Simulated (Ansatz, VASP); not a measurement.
# Si: VASP beside Ansatz

```
Si
1.0
     3.76435    0.00000    0.00000
    -1.88218    3.26002    0.00000
     0.00000    0.00000   23.78203
Si
8
Cartesian
  0.0000 0.0000 16.5646
  0.0000 2.1733 15.7188
  0.0000 0.0000 13.9115
  0.0000 2.1733 12.9527
  0.0000 0.0000 10.8294
  0.0000 2.1733 9.8705
  0.0000 0.0000 8.0633
  0.0000 2.1733 7.2174
```

Alike in both runs: functional PBE; k mesh 10 × 10 × 1; occupations gaussian, width 0.03 eV; no spin polarisation.

Ansatz relaxed the structure, and its values are those at the end. VASP's run is a single point on that final structure, the one shown.

```csv
,VASP,Ansatz
version,VASP 6.6.1,Ansatz 0.2.0
potentials or method,"VASP PAW PBE potentials, release 64 (Si)","scalar-relativistic, plane waves, PAW"
plane-wave cutoff (eV),520,420
valence electrons in the cell,32,32
```

Ansatz gave:

- gap on the k mesh at the Fermi level (eV): none
- rms of the force components (eV/Å): 0.001

Task: Estimate VASP's values.

Result: gap on the k mesh at the Fermi level (eV): none; rms of the force components (eV/Å): 0.006.

A gap of «none» marks a metal or a gap that the smearing closes. Ansatz's warnings: xc potential rough in thin density.
